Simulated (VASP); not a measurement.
# Tl (Pm-3m) in VASP: single point with PBEsol

Aim: the single point of Tl with PBEsol.

Everything below comes from runs of VASP 6.6.1. Logs are shortened: lines on timing, memory, paths and dates and some standing lists are left out, and cuts for length are marked.

## Step 1: The cell of the first run

The structure is cubic, space group Pm-3m (No. 221). Conventional cell: a = 3.148 Å, b = 3.148 Å, c = 3.148 Å, α = 90.00°, β = 90.00°, γ = 90.00°. Tl (site symmetry m-3m) has 6 Tl at 3.15 Å within 4.1 Å.

## Step 2: Single point, PBEsol

Input file INCAR:

```
ALGO = Normal
EDIFF = 1E-6
ENCUT = 520
GGA = PS
ISIF = 2
ISMEAR = -1
LASPH = T
LCHARG = F
LREAL = F
LWAVE = F
NBANDS = 12
NELM = 80
PREC = Accurate
SIGMA = 0.13605693000000002
```

Input file KPOINTS:

```
k-points
0
Gamma
  10 10 10
```

Input file POSCAR:

```
Tl
1.0
    3.1482899932      0.0000000000      0.0000000000
    0.0000000000      3.1482899932      0.0000000000
    0.0000000000      0.0000000000      3.1482899932
Tl
1
Direct
    0.0000000000      0.0000000000      0.0000000000
```

Potentials or basis: VASP PAW PBE potentials, release 64 (Tl_d).

Started as:

```bash
$ cat potpaw_PBE.64/Tl_d/POTCAR > POTCAR
$ mpirun -np 1 vasp_std > vasp.out
```

OUTCAR:

```text
EDIFF = 1E-6
   ENCUT = 520
   GGA = PS
   ISIF = 2
   ISMEAR = -1
   LASPH = T
   LREAL = F
   NELM = 80
   PREC = Accurate

 ion  position               nearest neighbor table
   1  0.000  0.000  0.000-

  LATTYP: Found a simple cubic cell.
 ALAT       =     3.1482899932

  Lattice vectors:

 A1 = (   3.1482899932,   0.0000000000,   0.0000000000)
 A2 = (   0.0000000000,   3.1482899932,   0.0000000000)
 A3 = (   0.0000000000,   0.0000000000,   3.1482899932)

Analysis of symmetry for initial positions (statically):
=====================================================================
 Subroutine PRICEL returns:
 Original cell was already a primitive cell.

 Routine SETGRP: Setting up the symmetry group for a
 simple cubic supercell.

 Subroutine GETGRP returns: Found 48 space group operations
 (whereof 48 operations were pure point group operations)
 out of a pool of 48 trial point group operations.

The static configuration has the point symmetry O_h .

Analysis of symmetry for dynamics (positions and initial velocities):
=====================================================================
 Subroutine PRICEL returns:
 Original cell was already a primitive cell.

 Routine SETGRP: Setting up the symmetry group for a
 simple cubic supercell.

 Subroutine GETGRP returns: Found 48 space group operations
 (whereof 48 operations were pure point group operations)
 out of a pool of 48 trial point group operations.

The dynamic configuration has the point symmetry O_h .

 Subroutine INISYM returns: Found 48 space group operations
 (whereof 48 operations are pure point group operations),
 and found     1 'primitive' translations

----------------------------------------------------------------------------------------

                                     Primitive cell

  volume of cell :      31.2050

  direct lattice vectors                    reciprocal lattice vectors
     3.148289993  0.000000000  0.000000000     0.317632747  0.000000000  0.000000000
     0.000000000  3.148289993  0.000000000     0.000000000  0.317632747  0.000000000
     0.000000000  0.000000000  3.148289993     0.000000000  0.000000000  0.317632747

  length of vectors
     3.148289993  3.148289993  3.148289993     0.317632747  0.317632747  0.317632747

  position of ions in fractional coordinates (direct lattice)
     0.000000000  0.000000000  0.000000000

[... 81 lines left out ...]
   ISIF   =      2    stress and relaxation
   ISYM   =      2    0-nonsym 1-usesym 2-fastsym
   POTIM  = 0.5000    time-step for ionic-motion
   TEBEG  =    0.0;   TEEND  =   0.0 temperature during run
   PSTRESS=    0.0 pullay stress
   NELECT =      13.0000    total number of electrons
   NUPDOWN=      -1.0000    fix difference up-down
   EMIN   =  10.00;   EMAX   =-10.00  energy-range for DOS
   EFERMI =   0.00;   METHOD = LEGACY
   ISMEAR =    -1;   SIGMA  =   0.14  broadening in eV -4-tet -1-fermi 0-gaus
   EFERMI_NEDOS =   21; number of points for ismear=-14 and -15
   IALGO  =     38    algorithm
   IMIX   =      4    mixing-type and parameters
     AMIX     =   0.40;   BMIX     =  1.00
     AMIX_MAG =   1.60;   BMIX_MAG =  1.00
  volume/ion in A,a.u.               =      31.21       210.58
  Fermi-wavevector in a.u.,A,eV,Ry     =   1.222685  2.310539 20.340144  1.494958
  Thomas-Fermi vector in A             =   2.357823
   LORBIT       =      0    0 simple, 1 ext, 2 COOP (PROOUT), +10 PAW based schemes
   GGA     = PS    functional components
   LHFCALC =     F    Hartree Fock is set to
   AEXX    =    0.0000 exact exchange contribution
   IVDW    =     0    specifies the selected vdW correction
   LEPSILON=     F    determine dielectric tensor
   LRPA    =     F    only Hartree local field effects (RPA)
 non-spin polarized calculation
  energy-cutoff  :      520.00
  volume of cell :       31.21
 maximum number of plane-waves:       862
 NGX is ok and might be reduce to    24
   NGX = 11   NGY = 11   NGZ = 11

 number of electron      12.9999998 magnetization

 Free energy of the ion-electron system (eV)
  ---------------------------------------------------
  ext. energy  EPLUGINS =         0.00000000
  ---------------------------------------------------
  free energy    TOTEN  =        -2.50298074 eV

  energy without entropy =       -2.46945092  energy(sigma->0) =       -2.48621583

 E-fermi :   5.6205     XC(G=0):  -9.8544

 val. band max:        5.5981765879   @ k =   0.4000   0.3000   0.2000
 cond. band min:       5.6286829243   @ k =   0.3000   0.0000   0.0000
 fundamental gap:      0.0305063364
 Fermi energy:         5.6205117837

 k-point     1 :       0.0000    0.0000    0.0000
  band No.  band energies     occupation
      1      -6.6812      2.00000
      2      -6.6812      2.00000
      3      -5.5765      2.00000
      4      -5.5765      2.00000
      5      -5.5765      2.00000
      6      -4.2768      2.00000
      7      12.4527      0.00000
      8      12.4527      0.00000
      9      12.4527      0.00000
     10      15.3834      0.00000
     11      17.0558      0.00000
     12      17.0558      0.00000
[... 331 lines left out ...]
 k-point    24 :       0.3000    0.1000    0.1000
  band No.  band energies     occupation
      1      -6.5232      2.00000
      2      -6.1867      2.00000
      3      -5.8386      2.00000
      4      -5.8222      2.00000
      5      -5.6205      2.00000
      6      -2.4358      2.00000
      7       5.9761      0.13656
      8      12.2788      0.00000
      9      12.5903      0.00000
     10      18.1098      0.00000
     11      18.2709      0.00000
     12      20.6332      0.00000

 [... further k-points ...]

------------------------ aborting loop because EDIFF is reached ----------------------------------------

  FORCE on cell =-STRESS in cart. coord.  units (eV):
  Direction    XX          YY          ZZ          XY          YZ          ZX
  --------------------------------------------------------------------------------------
  -------------------------------------------------------------------------------------
  Total       -0.0441224     -0.0441224     -0.0441224      0.0000000      0.0000000     -0.0000000
  in kB       -2.2654037     -2.2654037     -2.2654037      0.0000000      0.0000000     -0.0000000
  external PRESSURE =      -2.2654037 kB  Pullay stress =       0.0000000 kB

 VOLUME and BASIS-vectors are now :
 -----------------------------------------------------------------------------
  energy-cutoff  :      520.00
  volume of cell :       31.21
      direct lattice vectors                 reciprocal lattice vectors
     3.148289993  0.000000000  0.000000000     0.317632747  0.000000000  0.000000000
     0.000000000  3.148289993  0.000000000     0.000000000  0.317632747  0.000000000
     0.000000000  0.000000000  3.148289993     0.000000000  0.000000000  0.317632747

 POSITION                                       TOTAL-FORCE (eV/Angst)
 -----------------------------------------------------------------------------------
      0.00000      0.00000      0.00000         0.000000      0.000000      0.000000
 -----------------------------------------------------------------------------------
    total drift:                                0.000000     -0.000000     -0.000000

  FREE ENERGIE OF THE ION-ELECTRON SYSTEM (eV)
  ---------------------------------------------------
  free  energy   TOTEN  =        -2.5029807424 eV

  energy  without entropy=       -2.4694509211  energy(sigma->0) =       -2.48621583
```

stdout:

```text
POSCAR found type information on POSCAR Tl
 POSCAR found :  1 types and       1 ions
 scaLAPACK will be used
 -----------------------------------------------------------------------------
|                                                                             |
|                                                                             |
|     You enforced a specific xc type in the INCAR file but a different       |
|     I HOPE YOU KNOW WHAT YOU ARE DOING!                                     |
|                                                                             |
 -----------------------------------------------------------------------------

 LDA part: xc-table for (Slater+PW92), standard interpolation
 POSCAR, INCAR and KPOINTS ok, starting setup
 FFT: planning ... GRIDC
 FFT: planning ... GRID_SOFT
 FFT: planning ... GRID
 WAVECAR not read
 entering main loop
```

Wall time 8.2 s (1 thread of AMD EPYC 7R13 (Zen 3), shared host); peak memory 0.12 GiB.

Results:

```
Free energy : -2.5030 eV
Pressure    : -0.2 GPa
```

Caveat: the PAW data sets were made with another functional, which shifts forces and pressure a little; spin-orbit coupling is left out, which moves the levels of the heavy elements.
